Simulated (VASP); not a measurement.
# BaTiO3 (R3m) in VASP: elastic constants with PBE

Aim: the elastic constants of BaTiO3 with PBE.

Everything below comes from runs of VASP 6.6.1. Logs are shortened: lines on timing, memory, paths and dates and some standing lists are left out, and cuts for length are marked.

### 1 The cell of the first run

It takes space group R3m (No. 160, trigonal). The conventional cell has a = 5.726 Å, b = 5.726 Å, c = 7.069 Å, α = 90.00°, β = 90.00°, γ = 120.00°. Ba (site symmetry 3m) has 12 O at 2.78 to 2.98 Å and 8 Ti at 3.43 to 3.64 Å within 3.7 Å. Ti (site symmetry 3m) has 6 O at 1.87 to 2.21 Å within 2.5 Å. O (site symmetry m) has 2 Ti at 1.87 to 2.21 Å within 2.5 Å.

### 2 Elastic constants, PBE

Input file INCAR:

```
SYSTEM = BaTiO3
PREC = Accurate
ENCUT = 600
EDIFF = 1E-8
ISMEAR = 0
SIGMA = 0.01
LREAL = .False.
LASPH = .True.
NELM = 80
ALGO = Normal
ISIF = 3
LWAVE = .False.
LCHARG = .False.
GGA = PE
NBANDS = 28
IBRION = 6
NFREE = 2
POTIM = 0.015
NSW = 1
```

Input file KPOINTS:

```
Automatic mesh
0
Gamma
  6 6 6
  0 0 0
```

Input file POSCAR:

```
BaTiO3
1.0
    2.8631910170      1.6530641044      2.3564210855
   -2.8631910170      1.6530641044      2.3564210855
    0.0000000000     -3.3061282088      2.3564210855
Ba Ti O
1 1 3
Direct
    0.0049604402      0.0049604402      0.0049604402
    0.5192105289      0.5192105289      0.5192105289
    0.4883901552      0.4883901552      0.9777487706
    0.4883901552      0.9777487706      0.4883901552
    0.9777487706      0.4883901552      0.4883901552
```

Potentials or basis: VASP PAW PBE potentials, release 64 (Ba_sv, Ti_sv, O).

Launch:

```console
$ cat potpaw_PBE.64/Ba_sv/POTCAR potpaw_PBE.64/Ti_sv/POTCAR potpaw_PBE.64/O/POTCAR > POTCAR
$ mpirun -np 1 vasp_std > vasp.out
```

OUTCAR:

```text
SYSTEM = BaTiO3
   PREC = Accurate
   ENCUT = 600
   EDIFF = 1E-8
   ISMEAR = 0
   LREAL = .False.
   LASPH = .True.
   NELM = 80
   ISIF = 3
   GGA = PE
   IBRION = 6
   NFREE = 2
   POTIM = 0.015
   NSW = 1

 ion  position               nearest neighbor table
   1  0.005  0.005  0.005-   3 2.78   4 2.78   5 2.78   5 2.87   4 2.87   4 2.87   5 2.87   3 2.87
                             3 2.87   3 2.98   4 2.98   5 2.98   2 3.43   2 3.48   2 3.48   2 3.48
   2  0.519  0.519  0.519-   3 1.87   4 1.87   5 1.87   3 2.21   4 2.21   5 2.21   1 3.43   1 3.48
                             1 3.48   1 3.48   1 3.54   1 3.54   1 3.54   1 3.64
   3  0.488  0.488  0.978-   2 1.87   2 2.21   1 2.78   1 2.87   1 2.87   1 2.98
   4  0.488  0.978  0.488-   2 1.87   2 2.21   1 2.78   1 2.87   1 2.87   1 2.98
   5  0.978  0.488  0.488-   2 1.87   2 2.21   1 2.78   1 2.87   1 2.87   1 2.98

  LATTYP: Found a trigonal (rhomboedric) cell.
 ALAT       =     4.0599512393
 COS(alpha) =     0.0053071275

  Lattice vectors:

 A1 = (   2.8631910170,   1.6530641044,   2.3564210855)
 A2 = (  -2.8631910170,   1.6530641044,   2.3564210855)
 A3 = (   0.0000000000,  -3.3061282088,   2.3564210855)

Analysis of symmetry for initial positions (statically):
=====================================================================
 Subroutine PRICEL returns:
 Original cell was already a primitive cell.

 Routine SETGRP: Setting up the symmetry group for a
 trigonal (rhombohedral) supercell.

 Subroutine GETGRP returns: Found  6 space group operations
 (whereof  6 operations were pure point group operations)
 out of a pool of 12 trial point group operations.

The static configuration has the point symmetry C_3v.

Analysis of symmetry for dynamics (positions and initial velocities):
=====================================================================
 Subroutine PRICEL returns:
 Original cell was already a primitive cell.

 Routine SETGRP: Setting up the symmetry group for a
 trigonal (rhombohedral) supercell.

 Subroutine GETGRP returns: Found  6 space group operations
 (whereof  6 operations were pure point group operations)
 out of a pool of 12 trial point group operations.

The dynamic configuration has the point symmetry C_3v.

 Subroutine INISYM returns: Found  6 space group operations
 (whereof  6 operations are pure point group operations),
 and found     1 'primitive' translations

----------------------------------------------------------------------------------------

                                     Primitive cell

  volume of cell :      66.9182

  direct lattice vectors                    reciprocal lattice vectors
     2.863191017  1.653064104  2.356421086     0.174630333  0.100822870  0.141457457
    -2.863191017  1.653064104  2.356421086    -0.174630333  0.100822870  0.141457457
     0.000000000 -3.306128209  2.356421086     0.000000000 -0.201645739  0.141457457

  length of vectors
     4.059951239  4.059951239  4.059951239     0.246315278  0.246315278  0.246315278

  position of ions in fractional coordinates (direct lattice)
     0.004960440  0.004960440  0.004960440
     0.519210529  0.519210529  0.519210529
     0.488390155  0.488390155  0.977748771
     0.488390155  0.977748771  0.488390155
     0.977748771  0.488390155  0.488390155

  ion indices of the primitive-cell ions
   primitive index   ion index
                 1           1
                 2           2
[... 127 lines left out ...]

  FORCE on cell =-STRESS in cart. coord.  units (eV):
  Direction    XX          YY          ZZ          XY          YZ          ZX
  --------------------------------------------------------------------------------------
  -------------------------------------------------------------------------------------
  Total        0.5953610      0.5953610      0.5575994      0.0000000      0.0000000     -0.0000000
  in kB       14.2543290     14.2543290     13.3502290      0.0000000      0.0000000     -0.0000000
  external PRESSURE =      13.9529623 kB  Pullay stress =       0.0000000 kB
[... 98 lines left out ...]
  FREE ENERGIE OF THE ION-ELECTRON SYSTEM (eV)
  ---------------------------------------------------
  free  energy   TOTEN  =       -40.0384002348 eV

  energy  without entropy=      -40.0384002348  energy(sigma->0) =      -40.03840023

[... ionic steps 4 to 24 ...]

--------------------------------------- Ionic step       25  -------------------------------------------

 number of electron      40.0000002 magnetization

------------------------ aborting loop because EDIFF is reached ----------------------------------------
[... 73 lines left out ...]
--------------------------------------- Ionic step       27  -------------------------------------------

 number of electron      40.0000001 magnetization

 Free energy of the ion-electron system (eV)
  ---------------------------------------------------
  ext. energy  EPLUGINS =         0.00000000
  ---------------------------------------------------
  free energy    TOTEN  =       -40.06094219 eV

  energy without entropy =      -40.06094219  energy(sigma->0) =      -40.06094219

 E-fermi :   3.4981     XC(G=0): -11.0058

 val. band max:        3.4243330683   @ k =   0.5000   0.5000   0.5000
 cond. band min:       6.0339282381   @ k =   0.0000   0.0000   0.0000
 fundamental gap:      2.6095951698
 Fermi energy:         3.4981086225

 k-point     1 :       0.0000    0.0000    0.0000
  band No.  band energies     occupation
      1     -52.8516      2.00000
      2     -29.1131      2.00000
      3     -29.1067      2.00000
      4     -29.1057      2.00000
      5     -21.4710      2.00000
      6     -13.2799      2.00000
[... 733 lines left out ...]
     27      11.4025      0.00000
     28      11.8588      0.00000

 [... further k-points ...]

------------------------ aborting loop because EDIFF is reached ----------------------------------------

  FORCE on cell =-STRESS in cart. coord.  units (eV):
  Direction    XX          YY          ZZ          XY          YZ          ZX
  --------------------------------------------------------------------------------------
  -------------------------------------------------------------------------------------
  Total        0.6192434      0.6919429      0.6445976      0.0000000     -0.0419493      0.0000000
  in kB       14.8261302     16.5667257     15.4331689      0.0000000     -1.0043628      0.0000000
  external PRESSURE =      15.6086749 kB  Pullay stress =       0.0000000 kB
[... 20 lines left out ...]
  FREE ENERGIE OF THE ION-ELECTRON SYSTEM (eV)
  ---------------------------------------------------
  free  energy   TOTEN  =       -40.0609421944 eV

  energy  without entropy=      -40.0609421944  energy(sigma->0) =      -40.06094219

 INTERNAL STRAIN TENSORS FROM STRAINED CELLS
 ============================================

 INTERNAL STRAIN TENSOR FOR ION    1 for displacements in x,y,z  (eV/Angst):
          X           Y           Z          XY          YZ          ZX
  --------------------------------------------------------------------------------
  x     0.00000     0.00000    -0.00000     0.05987     0.00000     0.79590
  y     0.06124    -0.06476     0.00000    -0.00003     0.84125     0.00038
  z     0.77753     0.77862     2.19243    -0.00073    -0.00004    -0.00006

 INTERNAL STRAIN TENSORS FROM DISPLACED ATOMS
 ============================================

 INTERNAL STRAIN TENSOR FOR ION    1 for displacements in x,y,z  (eV/Angst):
          X           Y           Z          XY          YZ          ZX
  --------------------------------------------------------------------------------
  x     0.00000     0.00000    -0.00000     0.05531     0.00000     0.78800
  y     0.05531    -0.05531    -0.00000    -0.00000     0.78800     0.00000
  z     0.76686     0.76686     2.13372    -0.00000     0.00000     0.00000

 INTERNAL STRAIN TENSOR FOR ION    5 for displacements in x,y,z  (eV/Angst):
          X           Y           Z          XY          YZ          ZX
  --------------------------------------------------------------------------------
  x   -10.98344    -4.52020    -4.29295    -3.72643    -3.01271    -5.59686
  y    -4.47039    -4.48064    -2.47853    -3.23162    -2.11809    -3.01271
  z    -5.06491    -2.69908    -5.61588    -2.04886    -1.36001    -2.35560

 Eigenvectors and eigenvalues of the dynamical matrix
 ----------------------------------------------------

   1 f  =   16.405969 THz   103.081742 2PiTHz  547.244214 cm-1    67.849605 meV
             X         Y         Z           dx          dy          dz
      0.000000  0.000000  0.035067     0.000000   -0.000000   -0.001620
      0.000000  0.000000  3.670436     0.000000   -0.000000   -0.132525
      0.000000 -1.617882  4.605694     0.000000   -0.566940    0.077827
     -1.401127  0.808941  4.605694    -0.490985    0.283470    0.077827
      1.401127  0.808941  4.605694     0.490985    0.283470    0.077827
[... 105 lines left out ...]
  15 f/i=    0.004557 THz     0.028632 2PiTHz    0.152005 cm-1     0.018846 meV
             X         Y         Z           dx          dy          dz
      0.000000  0.000000  0.035067     0.452351   -0.619437   -0.000000
      0.000000  0.000000  3.670436     0.267242   -0.365954   -0.000000
      0.000000 -1.617882  4.605694     0.154614   -0.211865    0.000041
     -1.401127  0.808941  4.605694     0.154752   -0.211804   -0.000047
      1.401127  0.808941  4.605694     0.154630   -0.211715    0.000005

--------------------------------------------------------------------------------------------------------

 ELASTIC MODULI CONTR FROM IONIC RELAXATION (kBar)
 Direction    XX          YY          ZZ          XY          YZ          ZX
 --------------------------------------------------------------------------------
 XX        -755.0911   -334.2375   -532.2655     -0.0000   -314.2193     -0.0000
 YY        -334.2375   -755.0911   -532.2655      0.0000    314.2193      0.0000
 ZZ        -532.2655   -532.2655   -679.8852      0.0000     -0.0000     -0.0000
 XY          -0.0000      0.0000     -0.0000   -210.4268     -0.0000   -314.2186
 YZ        -314.2193    314.2193     -0.0000     -0.0000   -539.0920     -0.0000
 ZX          -0.0000      0.0000      0.0000   -314.2186     -0.0000   -539.0895
 --------------------------------------------------------------------------------

 TOTAL ELASTIC MODULI (kBar)
 Direction    XX          YY          ZZ          XY          YZ          ZX
 --------------------------------------------------------------------------------
 XX        2327.8324    637.7853    286.4263     -0.0000   -402.3078     -0.0000
 YY         637.7853   2327.8324    286.4263      0.0000    402.3078      0.0000
 ZZ         286.4263    286.4263   2071.4036      0.0000     -0.0000     -0.0000
 XY          -0.0000      0.0000     -0.0000    845.0235     -0.0000   -402.3072
 YZ        -402.3078    402.3078     -0.0000     -0.0000    365.7279     -0.0000
 ZX          -0.0000      0.0000     -0.0000   -402.3072     -0.0000    365.7301
 --------------------------------------------------------------------------------
```

Run time: 76 min. Hardware: 1 thread of Oxide Virtual Turin-like, shared host; peak memory 0.48 GiB.

Results:

- Voigt bulk modulus: 102 GPa
- Highest phonon frequency at Γ, LO-TO splitting left out: 547 cm⁻¹

Phonon frequencies in cm⁻¹ (negative: imaginary):
```tsv
q point	frequencies
(0.000, 0.000, 0.000)	0 0 0 162 162 165 273 277 277 297 297 318 469 469 547
```

Elastic tensor in Voigt notation (GPa, in the Cartesian axes of the cell as first typed):
```
233  64  29 -40   0   0
 64 233  29  40   0   0
 29  29 207   0   0   0
-40  40   0  37   0   0
  0   0   0   0  37 -40
  0   0   0   0 -40  85
```

Clamped-ion elastic tensor (GPa):
```
308  97  82  -9   0   0
 97 308  82   9   0   0
 82  82 275   0   0   0
 -9   9   0  90   0   0
  0   0   0   0  90  -9
  0   0   0   0  -9 106
```

Caveat: the cell is under stress, which shifts elastic constants; spin-orbit coupling is left out, which moves the levels of the heavy elements.
